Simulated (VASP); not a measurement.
The system is Rh.

```
CELL_PARAMETERS angstrom
2.74907 0.00000 0.00000
-1.37453 2.38076 0.00000
0.00000 0.00000 4.45782
ATOMIC_POSITIONS crystal
Rh 0.33333 0.66667 0.25000
Rh 0.66667 0.33333 0.75000
```

Base run:

| Property | Result |
| --- | --- |
| Program | VASP 6.6.1 |
| Functional | PBE |
| Potentials or basis | VASP PAW PBE potentials, release 64 (Rh_pv) |
| Cutoff | 520 eV |
| k mesh | 11 × 11 × 6 |
| Occupations | fermi-dirac, width 0.05 eV |
| Spin | no spin polarisation |

Its results: band gap on the k mesh zero (band 15 reaches 11.48 eV, above the bottom of band 16 at 9.35 eV); pressure -7.9 GPa.

**Question.** The run is repeated on the same cell with these changes: functional from PBE to r2SCAN. What comes out?

**Answer.** Band gap on the k mesh zero (band 15 reaches 11.33 eV, above the bottom of band 16 at 9.13 eV); pressure -13.0 GPa.

Caveats: the PAW data sets were made with another functional, which shifts forces and pressure a little (some runs).
